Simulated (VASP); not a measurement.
# BN (F-43m) in VASP: notebook, part 2 of 3

VASP 6.6.1. The steps go on from the part before.

### 3 Single point, RPBE+D3(BJ)

This run uses another cell than the first one, of 5.73 Å³/atom, 0.962 times its volume.

INCAR reads:

```
SYSTEM = BN
ALGO = Normal ; EDIFF = 1E-7
ENCUT = 520 ; GGA = RP
ISIF = 2 ; ISMEAR = -1
IVDW = 12 ; LASPH = .True.
LCHARG = .True. ; LELF = .True.
LREAL = .False. ; LVHAR = .True.
LWAVE = .False. ; NBANDS = 11
NELM = 80 ; PREC = Accurate
SIGMA = 0.05
```

KPOINTS reads:

```
k-points
0
Gamma
  13 13 13
  0 0 0
```

POSCAR reads:

```
BN
1.0
    0.0000000000      1.7895512763      1.7895512763
    1.7895512763      0.0000000000      1.7895512763
    1.7895512763      1.7895512763      0.0000000000
N B
1 1
Direct
    0.2500000000      0.2500000000      0.2500000000
    0.0000000000      0.0000000000      0.0000000000
```

Potentials or basis: VASP PAW PBE potentials, release 64 (N, B).

The run is started by

```
cat potpaw_PBE.64/N/POTCAR potpaw_PBE.64/B/POTCAR > POTCAR
mpirun -np 1 vasp_std > vasp.out
```

OUTCAR:

```text
SYSTEM = BN
   EDIFF = 1E-7
   ENCUT = 520
   GGA = RP
   ISIF = 2
   ISMEAR = -1
   IVDW = 12
   LASPH = .True.
   LREAL = .False.
   NELM = 80
   PREC = Accurate
 IVDW          = 12

 ion  position               nearest neighbor table
   1  0.250  0.250  0.250-   2 1.55   2 1.55   2 1.55   2 1.55
   2  0.000  0.000  0.000-   1 1.55   1 1.55   1 1.55   1 1.55

  LATTYP: Found a face centered cubic cell.
 ALAT       =     3.5791025526

  Lattice vectors:

 A1 = (   0.0000000000,   1.7895512763,   1.7895512763)
 A2 = (   1.7895512763,   0.0000000000,   1.7895512763)
 A3 = (   1.7895512763,   1.7895512763,   0.0000000000)

Analysis of symmetry for initial positions (statically):
=====================================================================
 Subroutine PRICEL returns:
 Original cell was already a primitive cell.

 Routine SETGRP: Setting up the symmetry group for a
 face centered cubic supercell.

 Subroutine GETGRP returns: Found 24 space group operations
 (whereof 24 operations were pure point group operations)
 out of a pool of 48 trial point group operations.

The static configuration has the point symmetry T_d .

Analysis of symmetry for dynamics (positions and initial velocities):
=====================================================================
 Subroutine PRICEL returns:
 Original cell was already a primitive cell.

 Routine SETGRP: Setting up the symmetry group for a
 face centered cubic supercell.

 Subroutine GETGRP returns: Found 24 space group operations
 (whereof 24 operations were pure point group operations)
 out of a pool of 48 trial point group operations.

The dynamic configuration has the point symmetry T_d .

 Subroutine INISYM returns: Found 24 space group operations
 (whereof 24 operations are pure point group operations),
 and found     1 'primitive' translations

----------------------------------------------------------------------------------------
[... 118 lines left out ...]
   GGA     = RP    functional components
   LHFCALC =     F    Hartree Fock is set to
   AEXX    =    0.0000 exact exchange contribution
   IVDW    =    12    specifies the selected vdW correction
   LEPSILON=     F    determine dielectric tensor
   LRPA    =     F    only Hartree local field effects (RPA)
 non-spin polarized calculation
  energy-cutoff  :      520.00
  volume of cell :       11.46
 maximum number of plane-waves:       331
   NGX =  9   NGY =  9   NGZ =  9

 number of electron       7.9999998 magnetization

 Free energy of the ion-electron system (eV)
  ---------------------------------------------------
  ext. energy  EPLUGINS =         0.00000000
  ---------------------------------------------------
  free energy    TOTEN  =       -16.58490851 eV

  energy without entropy =      -16.58490851  energy(sigma->0) =      -16.58490851

 E-fermi :   8.9200     XC(G=0): -12.8801

 val. band max:        7.8913943349   @ k =   0.0000   0.0000   0.0000
 cond. band min:      12.4844665457   @ k =   0.4615   0.4615   0.0000
 fundamental gap:      4.5930722108
 Fermi energy:         8.9199820739

 k-point     1 :       0.0000    0.0000    0.0000
  band No.  band energies     occupation
      1     -12.7525      2.00000
      2       7.8914      2.00000
      3       7.8914      2.00000
      4       7.8914      2.00000
      5      16.9088      0.00000
      6      16.9088      0.00000
      7      16.9088      0.00000
      8      18.7257      0.00000
      9      33.3416      0.00000
     10      35.9489      0.00000
     11      35.9489      0.00000
[... 309 lines left out ...]
 k-point    24 :       0.4615    0.1538    0.0000
  band No.  band energies     occupation
      1      -8.6627      2.00000
      2      -1.6182      2.00000
      3       4.5430      2.00000
      4       4.9754      2.00000
      5      16.9773      0.00000
      6      20.4074      0.00000
      7      20.7091      0.00000
      8      22.9872      0.00000
      9      29.2477      0.00000
     10      34.8453      0.00000
     11      36.4694      0.00000

 [... further k-points ...]

------------------------ aborting loop because EDIFF is reached ----------------------------------------

 Edisp (eV)   -1.35106

 E8    (eV) :    -0.6124

  FORCE on cell =-STRESS in cart. coord.  units (eV):
  Direction    XX          YY          ZZ          XY          YZ          ZX
  --------------------------------------------------------------------------------------
  -------------------------------------------------------------------------------------
  Total       0.02376     0.02376     0.02376     0.00000     0.00000    -0.00000
  in kB       3.32097     3.32097     3.32097     0.00000     0.00000    -0.00000
  external pressure =        3.32 kB  Pullay stress =        0.00 kB

 VOLUME and BASIS-vectors are now :
 -----------------------------------------------------------------------------
  energy-cutoff  :      520.00
  volume of cell :       11.46
      direct lattice vectors                 reciprocal lattice vectors
     0.000000000  1.789551276  1.789551276    -0.279399650  0.279399650  0.279399650
     1.789551276  0.000000000  1.789551276     0.279399650 -0.279399650  0.279399650
     1.789551276  1.789551276  0.000000000     0.279399650  0.279399650 -0.279399650

 POSITION                                       TOTAL-FORCE (eV/Angst)
 -----------------------------------------------------------------------------------
      0.89478      0.89478      0.89478         0.000000      0.000000      0.000000
      0.00000      0.00000      0.00000        -0.000000     -0.000000     -0.000000
 -----------------------------------------------------------------------------------
    total drift:                                0.000000      0.000000      0.000000

  FREE ENERGIE OF THE ION-ELECTRON SYSTEM (eV)
  ---------------------------------------------------
  free  energy   TOTEN  =       -17.9359718857 eV

  energy  without entropy=      -17.9359718857  energy(sigma->0) =      -17.93597189
```

OSZICAR:

```text
N       E                     dE             d eps       ncg     rms          rms(c)
DAV:   1     0.126504366644E+02    0.12650E+02   -0.50605E+03  1880   0.732E+02
DAV:   2    -0.169734495356E+02   -0.29624E+02   -0.28791E+02  2208   0.169E+02
DAV:   3    -0.175341657537E+02   -0.56072E+00   -0.55951E+00  2184   0.199E+01
DAV:   4    -0.175348204805E+02   -0.65473E-03   -0.65472E-03  1959   0.758E-01
DAV:   5    -0.175348210278E+02   -0.54729E-06   -0.54720E-06  2130   0.219E-02    0.692E+00
DAV:   6    -0.166584263167E+02    0.87639E+00   -0.27818E+00  1944   0.982E+00    0.344E+00
DAV:   7    -0.165920821646E+02    0.66344E-01   -0.12196E-01  2091   0.282E+00    0.201E+00
DAV:   8    -0.165843522936E+02    0.77299E-02   -0.35465E-02  2058   0.142E+00    0.182E-01
DAV:   9    -0.165847226243E+02   -0.37033E-03   -0.10044E-03  1977   0.262E-01    0.810E-02
DAV:  10    -0.165848982851E+02   -0.17566E-03   -0.21764E-04  1998   0.123E-01    0.165E-02
DAV:  11    -0.165849081780E+02   -0.98930E-05   -0.15863E-05  2134   0.345E-02    0.121E-02
DAV:  12    -0.165849085044E+02   -0.32635E-06   -0.17685E-06  2025   0.962E-03    0.894E-04
DAV:  13    -0.165849085095E+02   -0.51627E-08   -0.43386E-08  1137   0.188E-03
   1 F= -.17935972E+02 E0= -.17935972E+02  d E =-.502917E-11
```

stdout:

```text
POSCAR found type information on POSCAR N B
 POSCAR found :  2 types and       2 ions
 scaLAPACK will be used
 -----------------------------------------------------------------------------
|                                                                             |
|                                                                             |
|     You enforced a specific xc type in the INCAR file but a different       |
|     I HOPE YOU KNOW WHAT YOU ARE DOING!                                     |
|                                                                             |
 -----------------------------------------------------------------------------

 LDA part: xc-table for (Slater+PW92), standard interpolation
 POSCAR, INCAR and KPOINTS ok, starting setup
 FFT: planning ... GRIDC
 FFT: planning ... GRID_SOFT
 FFT: planning ... GRID
 WAVECAR not read
 entering main loop
```

It took 7.2 s on 1 thread of Intel Xeon 6975P-C, shared host; peak memory 0.14 GiB.

Results:

* Free energy: -17.9360 eV
* Pressure: 0.3 GPa
* Band gap on the k mesh: 4.59 eV, indirect (least direct gap 9.02 eV)
* Dispersion energy per atom: -0.676 eV

Caveat: the PAW data sets were made with another functional, which shifts forces and pressure a little. A hybrid or GW would open this gap; RPBE tends to underestimate it.

### 4 Single point, BLYP+D4

This run uses another cell than the first one, of 5.88 Å³/atom, 0.987 times its volume.

INCAR reads:

```
AGGAC    = 1.0          
AGGAX    = 1.0          
ALDAC    = 0.0          
ALDAX    = 1.0          
ALGO     = Normal         # electronic algorithm
EDIFF    = 1E-6           # SCF threshold, eV
ENCUT    = 520            # plane-wave cutoff, eV
GGA      = B5             # functional
ISIF     = 2              # what is computed and relaxed
ISMEAR   = -1             # smearing method
IVDW     = 13             # dispersion correction
LASPH    = T              # aspherical terms in the spheres
LCHARG   = F              # write CHGCAR
LREAL    = F              # projectors in reciprocal space
LWAVE    = F              # write WAVECAR
NBANDS   = 11             # bands
NELM     = 60             # most SCF steps
PREC     = Accurate       # precision mode
SIGMA    = 0.05           # smearing width, eV
VDW_A1   = 0.44488865   
VDW_A2   = 4.0933009    
VDW_S6   = 1.0          
VDW_S8   = 2.34076671
```

KPOINTS reads:

```
k-points
0
Gamma
  13 13 13
```

POSCAR reads:

```
BN
1.0
    0.0000000000      1.8053839458      1.8053839458
    1.8053839458      0.0000000000      1.8053839458
    1.8053839458      1.8053839458      0.0000000000
N B
1 1
Direct
    0.2500000000      0.2500000000      0.2500000000
    0.0000000000      0.0000000000      0.0000000000
```

Potentials or basis: VASP PAW PBE potentials, release 64 (N, B).

The run is started by

```
cat potpaw_PBE.64/N/POTCAR potpaw_PBE.64/B/POTCAR > POTCAR
mpirun -np 1 vasp_std > vasp.out
```

OUTCAR:

```text
EDIFF = 1E-6
   ENCUT = 520
   GGA = B5
   ISIF = 2
   ISMEAR = -1
   IVDW = 13
   LASPH = T
   LREAL = F
   NELM = 60
   PREC = Accurate

 ion  position               nearest neighbor table
   1  0.250  0.250  0.250-   2 1.56   2 1.56   2 1.56   2 1.56
   2  0.000  0.000  0.000-   1 1.56   1 1.56   1 1.56   1 1.56

  LATTYP: Found a face centered cubic cell.
 ALAT       =     3.6107678916

  Lattice vectors:

 A1 = (   0.0000000000,   1.8053839458,   1.8053839458)
[... 521 lines left out ...]
------------------------ aborting loop because EDIFF is reached ----------------------------------------

  DFT-D4 for vdW energy calculation

  Edisp (eV):   -0.93370

  FORCE on cell =-STRESS in cart. coord.  units (eV):
  Direction    XX          YY          ZZ          XY          YZ          ZX
  --------------------------------------------------------------------------------------
  -------------------------------------------------------------------------------------
  Total      -0.01261    -0.01261    -0.01261     0.00000     0.00000    -0.00000
  in kB      -1.71607    -1.71607    -1.71607     0.00000     0.00000    -0.00000
  external pressure =       -1.72 kB  Pullay stress =        0.00 kB

 VOLUME and BASIS-vectors are now :
 -----------------------------------------------------------------------------
  energy-cutoff  :      520.00
  volume of cell :       11.77
      direct lattice vectors                 reciprocal lattice vectors
     0.000000000  1.805383946  1.805383946    -0.276949400  0.276949400  0.276949400
     1.805383946  0.000000000  1.805383946     0.276949400 -0.276949400  0.276949400
     1.805383946  1.805383946  0.000000000     0.276949400  0.276949400 -0.276949400

 POSITION                                       TOTAL-FORCE (eV/Angst)
 -----------------------------------------------------------------------------------
      0.90269      0.90269      0.90269        -0.000000     -0.000000     -0.000000
      0.00000      0.00000      0.00000         0.000000      0.000000      0.000000
 -----------------------------------------------------------------------------------
    total drift:                                0.000000      0.000000      0.000000

  FREE ENERGIE OF THE ION-ELECTRON SYSTEM (eV)
  ---------------------------------------------------
  free  energy   TOTEN  =       -17.3316392462 eV

  energy  without entropy=      -17.3316392462  energy(sigma->0) =      -17.33163925
```

OSZICAR:

```text
N       E                     dE             d eps       ncg     rms          rms(c)
DAV:   1     0.114326004263E+02    0.11433E+02   -0.51181E+03  1944   0.727E+02
DAV:   2    -0.170889415040E+02   -0.28522E+02   -0.27699E+02  2186   0.166E+02
DAV:   3    -0.175959610581E+02   -0.50702E+00   -0.50633E+00  2151   0.190E+01
DAV:   4    -0.175965540514E+02   -0.59299E-03   -0.59299E-03  1977   0.740E-01
DAV:   5    -0.175965546769E+02   -0.62549E-06   -0.62532E-06  2148   0.230E-02    0.723E+00
DAV:   6    -0.165011331647E+02    0.10954E+01   -0.39636E+00  1929   0.115E+01    0.329E+00
DAV:   7    -0.164186584599E+02    0.82475E-01   -0.12505E-01  2053   0.302E+00    0.197E+00
DAV:   8    -0.163977662730E+02    0.20892E-01   -0.51418E-02  2060   0.165E+00    0.227E-01
DAV:   9    -0.163978693938E+02   -0.10312E-03   -0.11918E-03  1947   0.311E-01    0.104E-01
DAV:  10    -0.163979347810E+02   -0.65387E-04   -0.10369E-04  2027   0.999E-02    0.147E-02
DAV:  11    -0.163979369047E+02   -0.21237E-05   -0.52896E-06  2096   0.186E-02    0.957E-03
DAV:  12    -0.163979370067E+02   -0.10198E-06   -0.96191E-07  1068   0.677E-03
   1 F= -.17331639E+02 E0= -.17331639E+02  d E =-.155424E-10
```

stdout:

```text
POSCAR found type information on POSCAR N B
 POSCAR found :  2 types and       2 ions
 scaLAPACK will be used
 -----------------------------------------------------------------------------
|                                                                             |
|                                                                             |
|     You enforced a specific xc type in the INCAR file but a different       |
|     I HOPE YOU KNOW WHAT YOU ARE DOING!                                     |
|                                                                             |
 -----------------------------------------------------------------------------

 LDA part: xc-table for (Slater(with rela. corr.)+VWN5), standard interpolation
 POSCAR, INCAR and KPOINTS ok, starting setup
 FFT: planning ... GRIDC
 FFT: planning ... GRID_SOFT
 FFT: planning ... GRID
 WAVECAR not read
 entering main loop
```

Run time: 10 s. Hardware: 1 thread of Intel Xeon 6975P-C, shared host; peak memory 0.12 GiB.

Results:

```yaml
Free_energy: -17.3316 eV
Pressure: -0.2 GPa
Band_gap_on_the_k_mesh: 4.96 eV, indirect (least direct gap 8.95 eV)
Dispersion_energy_per_atom: -0.467 eV
```

Caveat: the PAW data sets were made with another functional, which shifts forces and pressure a little. Expect the measured gap to be larger: semilocal functionals such as BLYP lack the derivative discontinuity.

(Part 2 of 3 ends here.)
